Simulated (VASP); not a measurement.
Here is a VASP 6.6.1 calculation.

The input INCAR:

```
SYSTEM = NaF
PREC = Accurate
ENCUT = 600
EDIFF = 1E-6
ISMEAR = 0
SIGMA = 0.02
LREAL = .FALSE.
LASPH = .TRUE.
NELM = 120
ALGO = Normal
ISIF = 2
LWAVE = .FALSE.
LCHARG = .FALSE.
GGA = PE
NBANDS = 22
GGA_COMPAT = .FALSE.
```

KPOINTS

```
Automatic mesh
0
G
  8 8 8
  0 0 0
```

Contents of POSCAR:

```
NaF
1.0
    0.0000000000      3.1745417000      5.7423775000
    1.6501899000      0.0000000000      5.7423775000
    1.6501899000      3.1745417000      0.0000000000
Na F
2 2
Direct
    0.1835050000      0.1835050000      0.8164950000
    0.4335050000      0.4335050000      0.0664950000
    0.8164950000      0.8164950000      0.1835050000
    0.0664950000      0.0664950000      0.4335050000
```

Potentials or basis: VASP PAW PBE potentials, release 64 (Na_pv, F).

Command:

```console
$ cat potpaw_PBE.64/Na_pv/POTCAR potpaw_PBE.64/F/POTCAR > POTCAR
$ mpirun -np 1 vasp_std > vasp.out
```

Question: What does it give for the band gap on the k mesh?

Answer: 5.37 eV.

Question: Predict the pressure.

Answer: -0.1 GPa.

Stress tensor (GPa, compression positive):
```
-0.10  0.00  0.00
 0.00 -0.16  0.00
 0.00  0.00 -0.06
```

A k mesh can miss the band edges.
